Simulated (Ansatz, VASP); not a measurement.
# Two plane-wave programs on K3TaO3

INCAR

```
SYSTEM = K3TaO3
ALGO = Normal
EDIFF = 1E-6
EDIFFG = -0.08
ENCUT = 600
GGA = PE
IBRION = 2
ISIF = 3
ISMEAR = 0
LASPH = .TRUE.
LCHARG = .FALSE.
LREAL = .FALSE.
LWAVE = .FALSE.
NELM = 60
NSW = 36
PREC = Accurate
SIGMA = 0.15
```

The input KPOINTS:

```
k-points
0
G
  2 2 3
  0 0 0
```

File POSCAR:

```
K3TaO3
1.0
    8.0400000000      0.0000000000      0.0000000000
   -4.0200000000      6.9628442500      0.0000000000
    0.0000000000      0.0000000000      5.2000000000
K Ta O
6 2 6
Direct
    0.0000000000      0.6200000000      0.2500000000
    0.3800000000      0.0000000000      0.7500000000
    0.3800000000      0.3800000000      0.2500000000
    0.6200000000      0.6200000000      0.7500000000
    0.0000000000      0.3800000000      0.7500000000
    0.6200000000      0.0000000000      0.2500000000
    0.0000000000      0.0000000000      0.0000000000
    0.0000000000      0.0000000000      0.5000000000
    0.7980000000      0.0000000000      0.7500000000
    0.2020000000      0.2020000000      0.7500000000
    0.7980000000      0.7980000000      0.2500000000
    0.0000000000      0.2020000000      0.2500000000
    0.2020000000      0.0000000000      0.2500000000
    0.0000000000      0.7980000000      0.7500000000
```

Input for Ansatz:

```yaml
crystal:
  lattice:
    - [8.04, 0.0, 0.0]
    - [-4.02, 6.96284425, 0.0]
    - [0.0, 0.0, 5.2]
  atoms:
    - { symbol: K, position: [0.0, 0.62, 0.25] }
    - { symbol: K, position: [0.38, 0.0, 0.75] }
    - { symbol: K, position: [0.38, 0.38, 0.25] }
    - { symbol: K, position: [0.62, 0.62, 0.75] }
    - { symbol: K, position: [0.0, 0.38, 0.75] }
    - { symbol: K, position: [0.62, 0.0, 0.25] }
    - { symbol: Ta, position: [0.0, 0.0, 0.0] }
    - { symbol: Ta, position: [0.0, 0.0, 0.5] }
    - { symbol: O, position: [0.798, 0.0, 0.75] }
    - { symbol: O, position: [0.202, 0.202, 0.75] }
    - { symbol: O, position: [0.798, 0.798, 0.25] }
    - { symbol: O, position: [0.0, 0.202, 0.25] }
    - { symbol: O, position: [0.202, 0.0, 0.25] }
    - { symbol: O, position: [0.0, 0.798, 0.75] }
basis:
  ecutwfc: 420
kpoints:
  mp_grid: { grid: [2, 2, 3] }
hamiltonian:
  xc: pbe
scf:
  occupations: { method: gaussian, width: 0.15 }
  lower_state_search: "off"
output:
  forces: true
  stress: true
  eigenvalues: true
relax:
  adjacent_minimum: "off"
  f_tol: 0.08
  max_steps: 16
  cell: { stress_tol: 0.8 }
```

Alike in both runs: task relaxation of cell and atoms; functional PBE; k mesh 2 × 2 × 3; occupations gaussian, width 0.15 eV; no spin polarisation.

|  | VASP | Ansatz |
| --- | --- | --- |
| version | VASP 6.6.1 | Ansatz 0.2.0 |
| potentials or method | VASP PAW PBE potentials, release 64 (K_sv, Ta_pv, O), cutoff 600 eV | scalar-relativistic, plane waves, PAW |
| valence electrons in the cell | 112 | 116 |

Ansatz gave:

```
gap on the k mesh at the Fermi level, each at its own relaxed structure (eV) : none
relaxed volume (Å³/atom)                                                     : 30.67
relaxed cell length with the largest relative difference (Å)                 : 9.724
```

**Question.** Which values does VASP return?

**Answer.** gap on the k mesh at the Fermi level, each at its own relaxed structure (eV): none; relaxed volume (Å³/atom): 29.95; relaxed cell length with the largest relative difference (Å): 9.633.

A gap of «none» marks a metal or a gap that the smearing closes. VASP's potentials hold 112 valence electrons a cell and Ansatz's 116, so a difference there can come from the potentials and not from the codes.

The k mesh is coarse, so the values compare programs but aren't converged. Spin-orbit coupling is off throughout. Noted on VASP's run: the volume moved by over 15 % at a fixed basis, so the end points are rough.
